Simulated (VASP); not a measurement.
# CdF2 in VASP: further runs, part 2 of 2

VASP 6.6.1.

## (3) Relaxation of cell and atoms, PBE

This run uses another cell than the first one, of 11.69 Å³/atom.

File INCAR:

```
PREC     = Accurate       # precision mode
ENCUT    = 600            # plane-wave cutoff, eV
EDIFF    = 1E-6           # SCF threshold, eV
ISMEAR   = 0              # smearing method
SIGMA    = 0.1            # smearing width, eV
LREAL    = F              # projectors in reciprocal space
LASPH    = T              # aspherical terms in the spheres
NELM     = 100            # most SCF steps
ALGO     = Normal         # electronic algorithm
ISIF     = 3              # what is computed and relaxed
LWAVE    = F              # write WAVECAR
LCHARG   = F              # write CHGCAR
GGA      = PE             # functional
IBRION   = 2              # ionic algorithm
NSW      = 90             # ionic steps
EDIFFG   = -0.04          # ionic threshold
```

File KPOINTS:

```
Automatic mesh
0
Gamma
  6 6 2
```

File POSCAR:

```
CdF2
1.0
    2.7512856000      0.0000000000      0.0000000000
   -1.3756428000      2.3826832227      0.0000000000
    0.0000000000      0.0000000000     10.7013727657
Cd F
2 4
Direct
    0.3333333333      0.6666666667      0.2500000000
    0.6666666667      0.3333333333      0.7500000000
    0.3333333333      0.6666666667      0.6275000000
    0.6666666667      0.3333333333      0.1275000000
    0.3333333333      0.6666666667      0.8725000000
    0.6666666667      0.3333333333      0.3725000000
```

Potentials or basis: VASP PAW PBE potentials, release 64 (Cd, F).

On the command line:

```
cat potpaw_PBE.64/Cd/POTCAR potpaw_PBE.64/F/POTCAR > POTCAR
mpirun -np 1 vasp_std > vasp.out
```

It took 2.9 min on 1 thread of Intel Xeon 6975P-C (Granite Rapids), shared host; peak memory 0.23 GiB.

The run converged. Its results:

```
Free energy                           : -20.0617 eV
Relaxed volume                        : 16.21 Å³/atom
Relaxed cell                          : a = 3.299 Å, b = 3.299 Å, c = 10.317 Å, α = 90.00°, β = 90.00°, γ = 120.00°
Space group after relaxing (to 0.1 Å) : P6_3/mmc (No. 194)
Energy gained by relaxing             : 847.2 meV/atom
Ionic steps                           : 11
Pressure after relaxing               : -0.1 GPa
Largest force after relaxing          : 0.012 eV/Å
Band gap on the k mesh                : 2.58 eV (least direct gap 2.84 eV)
```

Forces in eV/Å, atoms in the order of the input:
```
Cd   0.000  0.000  0.000
Cd   0.000  0.000  0.000
F    0.000  0.000 -0.012
F    0.000  0.000 -0.012
F    0.000  0.000  0.012
F    0.000  0.000  0.012
```

Stress tensor (GPa, compression positive):
```
 0.03  0.00  0.00
 0.00  0.03  0.00
 0.00  0.00 -0.35
```

The path:
| step | energy change (eV) | largest force (eV/Å) | pressure (GPa) | volume (Å³) |
| --- | --- | --- | --- | --- |
| 1 | 0.0000 | 3.7566 | 63.37 | 70.15 |
| 2 | -1.0712 | 2.6754 | -18.69 | 128.10 |
| 3 | -4.0201 | 1.4363 | -0.69 | 94.48 |
| 4 | -4.0255 | 1.3800 | 0.00 | 93.85 |
| 5 | -4.8212 | 0.8463 | -1.25 | 97.24 |
| 6 | -5.0561 | 0.2064 | -2.89 | 99.93 |
| 7 | -5.0568 | 0.2882 | -2.71 | 99.66 |
| 8 | -5.0689 | 0.2269 | 2.14 | 95.48 |
| 9 | -5.0827 | 0.0004 | 0.02 | 97.22 |
| 10 | -5.0827 | 0.0066 | -0.04 | 97.26 |
| 11 | -5.0833 | 0.0122 | -0.10 | 97.26 |

Final structure:
```yaml
crystal:
  lattice:
    - [3.29932, 0.00000, 0.00000]
    - [-1.64966, 2.85730, 0.00000]
    - [0.00000, 0.00000, 10.31663]
  atoms:
    - { symbol: Cd, position: [0.33333, 0.66667, 0.25000] }
    - { symbol: Cd, position: [0.66667, 0.33333, 0.75000] }
    - { symbol: F, position: [0.33333, 0.66667, 0.62722] }
    - { symbol: F, position: [0.66667, 0.33333, 0.12722] }
    - { symbol: F, position: [0.33333, 0.66667, 0.87278] }
    - { symbol: F, position: [0.66667, 0.33333, 0.37278] }
```

Levels at points of the mesh, in eV from the valence-band top:
```
           k point  band 22  band 23  band 24  band 25  band 26  band 27  band 28  band 29  band 30  band 31
(0.00, 0.00, 0.00)    -0.51    -0.51    -0.47    -0.47    -0.26     2.58     3.32     7.60     9.24    12.08
(0.50, 0.00, 0.00)    -1.30    -0.29    -0.29    -0.19     0.00     7.18     7.19     7.74     7.98    11.98
(0.00, 0.00, 0.50)    -0.56    -0.48    -0.48    -0.48    -0.48     2.95     2.95     8.29     8.29    13.67
(0.50, 0.00, 0.50)    -1.35    -0.24    -0.24    -0.15    -0.15     7.18     7.18     7.85     7.85    12.36
```

Caveat: the k points lie up to 0.37 Å⁻¹ apart in the final cell; the volume moved by over 15 % at a fixed basis, so the end points are rough.

## (4) Single point, PBE

This run uses another cell than the first one, of 16.53 Å³/atom.

File INCAR:

```
ALGO     = Normal         # electronic algorithm
EDIFF    = 1E-6           # SCF threshold, eV
ENCUT    = 520            # plane-wave cutoff, eV
GGA      = PE             # functional
ISIF     = 2              # what is computed and relaxed
ISMEAR   = 0              # smearing method
LASPH    = True           # aspherical terms in the spheres
LCHARG   = True           # write CHGCAR
LELF     = True           # ELF
LREAL    = False          # projectors in reciprocal space
LVHAR    = True         
LWAVE    = False          # write WAVECAR
NBANDS   = 35             # bands
NELM     = 80             # most SCF steps
PREC     = Accurate       # precision mode
SIGMA    = 0.1            # smearing width, eV
```

File KPOINTS:

```
k-points
0
Gamma
  6 6 2
```

File POSCAR:

```
CdF2
1.0
    3.3520147213      0.0032796896     -0.0049124321
   -1.6732142699      2.8967001569      0.0254027253
   -0.0162769116      0.0822685719     10.2092472365
Cd F
2 4
Direct
    0.3349537110      0.6684459110      0.2500968671
    0.6650481379      0.3315581521      0.7499044474
    0.3324109403      0.6690780692      0.6277620471
    0.6706958930      0.3405294734      0.1279521081
    0.3293196199      0.6596620066      0.8720485835
    0.6675716979      0.3307263878      0.3722359468
```

On the command line:

```
cat potpaw_PBE.64/Cd/POTCAR potpaw_PBE.64/F/POTCAR > POTCAR
mpirun -np 1 vasp_std > vasp.out
```

It took 88 s on 1 thread of Intel Xeon 6975P-C (Granite Rapids), shared host; peak memory 0.29 GiB.

It converged, with:

* Free energy: -20.2626 eV
* Pressure: 0.6 GPa
* Largest force: 0.077 eV/Å
* Band gap on the k mesh: 2.45 eV (least direct gap 2.65 eV)

Forces in eV/Å, atoms in the order of the input:
```
Cd   0.000 -0.001  0.000
Cd   0.000  0.001  0.000
F    0.000  0.002 -0.077
F    0.000  0.001 -0.077
F    0.001 -0.002  0.077
F    0.000 -0.001  0.077
```

Stress tensor (GPa, compression positive):
```
 0.72 -0.04  0.01
-0.04  0.78 -0.07
 0.01 -0.07  0.38
```

Levels at points of the mesh, in eV from the valence-band top:
| k point | band 24 | band 25 | band 26 | band 27 | band 28 | band 29 |
| --- | --- | --- | --- | --- | --- | --- |
| (0.00, 0.00, 0.00) | -0.54 | -0.54 | -0.20 | 2.45 | 3.22 | 7.41 |
| (0.50, 0.00, 0.00) | -0.28 | -0.28 | 0.00 | 6.93 | 6.96 | 7.66 |
| (0.00, 0.50, 0.00) | -0.29 | -0.28 | 0.00 | 6.95 | 6.98 | 7.65 |
| (0.50, 0.50, 0.00) | -0.28 | -0.28 | 0.00 | 6.95 | 6.98 | 7.65 |
| (0.00, 0.00, 0.50) | -0.55 | -0.51 | -0.51 | 2.84 | 2.84 | 8.11 |
| (0.50, 0.00, 0.50) | -0.33 | -0.15 | -0.14 | 6.95 | 6.95 | 7.75 |
| (0.00, 0.50, 0.50) | -0.33 | -0.16 | -0.13 | 6.96 | 6.97 | 7.73 |
| (0.50, 0.50, 0.50) | -0.33 | -0.16 | -0.13 | 6.96 | 6.97 | 7.74 |

## (5) Single point, PBE

File INCAR:

```
SYSTEM = CdF2
PREC = Accurate
ENCUT = 520
EDIFF = 1E-6
ISMEAR = 0
SIGMA = 0.02
LREAL = .FALSE.
LASPH = .TRUE.
NELM = 60
ALGO = Normal
ISIF = 2
LWAVE = .FALSE.
LCHARG = .FALSE.
GGA = PE
NBANDS = 35
```

File KPOINTS:

```
regular mesh
0
G
  12 12 4
  0 0 0
```

File POSCAR:

```
CdF2
1.0
    3.3504822141      0.0000000000      0.0000000000
   -1.6752411070      2.9016027123      0.0000000000
    0.0000000000      0.0000000000     10.1361882717
Cd F
2 4
Direct
    0.3333333333      0.6666666667      0.2500000000
    0.6666666667      0.3333333333      0.7500000000
    0.3333333333      0.6666666667      0.6270444664
    0.6666666667      0.3333333333      0.1270444664
    0.3333333333      0.6666666667      0.8729555336
    0.6666666667      0.3333333333      0.3729555336
```

On the command line:

```
cat potpaw_PBE.64/Cd/POTCAR potpaw_PBE.64/F/POTCAR > POTCAR
mpirun -np 1 vasp_std > vasp.out
```

It took 2 min on 1 thread of Intel Xeon 6975P-C (Granite Rapids), shared host; peak memory 0.33 GiB.

It converged, with:

* Free energy: -20.2631 eV
* Pressure: 0.6 GPa
* Largest force: 0.077 eV/Å
* Band gap on the k mesh: 2.43 eV (least direct gap 2.62 eV)

Forces on the atoms (eV/Å):
```
Cd   0.000  0.000  0.000
Cd   0.000  0.000  0.000
F    0.000  0.000 -0.077
F    0.000  0.000 -0.077
F    0.000  0.000  0.077
F    0.000  0.000  0.077
```

Stress tensor (GPa, compression positive):
```
0.74 0.00 0.00
0.00 0.74 0.00
0.00 0.00 0.40
```

Levels at points of the mesh, in eV from the valence-band top:
| k point | band 23 | band 24 | band 25 | band 26 | band 27 | band 28 | band 29 | band 30 |
| --- | --- | --- | --- | --- | --- | --- | --- | --- |
| (0.00, 0.00, 0.00) | -0.60 | -0.54 | -0.54 | -0.19 | 2.43 | 3.23 | 7.41 | 9.11 |
| (0.50, 0.00, 0.00) | -0.39 | -0.29 | -0.28 | 0.00 | 6.94 | 6.96 | 7.64 | 7.86 |
| (0.00, 0.00, 0.50) | -0.56 | -0.56 | -0.52 | -0.52 | 2.83 | 2.83 | 8.13 | 8.13 |
| (0.50, 0.00, 0.50) | -0.33 | -0.33 | -0.15 | -0.15 | 6.95 | 6.95 | 7.74 | 7.74 |

## (6) The runs side by side

| task | cell | k mesh | cutoff (eV) | smearing | gap on the mesh (eV) | pressure (GPa) | largest force (eV/Å) |
| --- | --- | --- | --- | --- | --- | --- | --- |
| single point | a = 3.350, b = 3.350, c = 10.136 Å, angles 90.0, 90.0, 120.0°, 6 atoms, atomic positions A | 6 × 6 × 2 | 520 | gaussian 0.1 eV | 2.43 | 0.6 | 0.08 |
| relaxation of cell and atoms | relaxed from a = 2.751, b = 2.751, c = 10.701 Å, angles 90.0, 90.0, 120.0°, 6 atoms, atomic positions B | 6 × 6 × 2 | 600 | gaussian 0.1 eV | 2.58 | -0.1 | 0.01 |
| single point | a = 3.352, b = 3.345, c = 10.210 Å, angles 89.1, 90.2, 120.0°, 6 atoms, atomic positions C | 6 × 6 × 2 | 520 | gaussian 0.1 eV | 2.45 | 0.6 | 0.08 |
| single point | a = 3.350, b = 3.350, c = 10.136 Å, angles 90.0, 90.0, 120.0°, 6 atoms, atomic positions A | 12 × 12 × 4 | 520 | gaussian 0.02 eV | 2.43 | 0.6 | 0.08 |

Alike in all rows: level PBE; potentials or basis VASP PAW PBE potentials, release 64 (Cd, F); no spin polarisation.

Caveats: some runs use coarse meshes; the volume moved by over 15 % at a fixed basis, so the end points are rough (at least some runs).

Total energies depend on the potentials used, so only differences within one code and one set of settings carry meaning.
